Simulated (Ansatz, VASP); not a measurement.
**Al2Au in VASP and in Ansatz**

The input INCAR:

```
PREC = Accurate ; ENCUT = 520
EDIFF = 1E-6 ; ISMEAR = 0
SIGMA = 0.1 ; LREAL = False
LASPH = True ; NELM = 80
ALGO = Fast ; ISIF = 2
LWAVE = False ; LCHARG = False
GGA = PE ; NBANDS = 16
```

Contents of KPOINTS:

```
regular mesh
0
Gamma
  12 12 12
```

File POSCAR:

```
Al2Au
1.0
   -0.0600000000      3.1113900000      3.1113900000
    3.1113900000     -0.0600000000      3.1113900000
    3.1113900000      3.1113900000     -0.0600000000
Al Au
2 1
Direct
    0.2323223305      0.2323223305      0.2323223305
    0.7676776695      0.7676776695      0.7676776695
    0.0000000000      0.0000000000      0.0000000000
```

Input for Ansatz:

```yaml
crystal:
  lattice:
    - [-0.06, 3.11139, 3.11139]
    - [3.11139, -0.06, 3.11139]
    - [3.11139, 3.11139, -0.06]
  atoms:
    - { symbol: Al, position: [0.2323223305, 0.2323223305, 0.2323223305] }
    - { symbol: Al, position: [0.7676776695, 0.7676776695, 0.7676776695] }
    - { symbol: Au, position: [0.0, 0.0, 0.0] }
basis:
  ecutwfc: 420
kpoints:
  mp_grid: { grid: [12, 12, 12] }
hamiltonian:
  xc: pbe
scf:
  occupations: { method: gaussian, width: 0.1 }
output:
  forces: true
  stress: true
  eigenvalues: true
  populations: true
```

Alike in both runs: task single point; functional PBE; k mesh 12 × 12 × 12; occupations gaussian, width 0.1 eV; no spin polarisation.

|  | VASP | Ansatz |
| --- | --- | --- |
| version | VASP 6.6.1 | Ansatz 0.2.0 |
| potentials or method | VASP PAW PBE potentials, release 64 (Al, Au), cutoff 520 eV | scalar-relativistic, plane waves, PAW |
| valence electrons in the cell | 17 | 25 |

|  | VASP | Ansatz | Ansatz less VASP |
| --- | --- | --- | --- |
| gap on the k mesh at the Fermi level (eV) | none | none | - |
| pressure (GPa) | -5.9 | -5.8 | +0.12 |
| traceless stress, the component that is largest in VASP (GPa) | 4.14 | 4.16 | +0.019 |
| rms of the force components (eV/Å) | 0.590 | 0.592 | +0.0015 |

Atom by atom the forces differ by 0.001 eV/Å (rms over components). A gap of «none» marks a metal or a gap that the smearing closes. VASP's potentials hold 17 valence electrons a cell and Ansatz's 25, so a difference there can come from the potentials and not from the codes.

Neither program's run includes spin-orbit coupling.
